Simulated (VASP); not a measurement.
Write the native input for VASP 6.6.1 that does the following.

* Task: single point
* Functional: LDA
* Potentials or basis: VASP PAW LDA potentials, release 64 (C)
* Cutoff: 520 eV
* k mesh: 20 × 20 × 20
* Occupations: fermi-dirac, width 0.1 eV
* Spin: no spin polarisation
* Dipole correction: no
* Further INCAR settings: ALGO = Normal; EDIFF = 1e-06; NBANDS = 8

The structure of C lies in POSCAR:

```
C
1.0
    1.8114766030      0.0000000000      0.0000000000
    0.0000000000      1.8114766030      0.0000000000
    0.0000000000      0.0000000000      1.8114766030
C
1
Direct
    0.0000000000      0.0000000000      0.0000000000
```

This cell differs from its parent crystal: volume scaled by 1.12.

One way to write it, as run:

INCAR

```
SYSTEM = C
PREC = Accurate ; ENCUT = 520
EDIFF = 1E-6 ; ISMEAR = -1
SIGMA = 0.1 ; LREAL = .FALSE.
LASPH = .TRUE. ; NELM = 80
ALGO = Normal ; ISIF = 2
LWAVE = .FALSE. ; LCHARG = .TRUE.
GGA = CA ; LELF = .TRUE.
LVHAR = .TRUE. ; NBANDS = 8
```

KPOINTS

```
regular mesh
0
G
  20 20 20
  0 0 0
```

Potentials or basis: VASP PAW LDA potentials, release 64 (C).

Command:

```sh
$ cat potpaw_LDA.64/C/POTCAR > POTCAR
$ mpirun -np 1 vasp_std > vasp.out
```

It gave:

* Pressure: -29.6 GPa
* Band gap on the k mesh: zero (band 2 reaches 18.61 eV, above the bottom of band 3 at 7.03 eV)

Run time: 7.8 s on 1 thread of Intel Xeon 8259CL (shared host), peak memory 0.11 GiB.
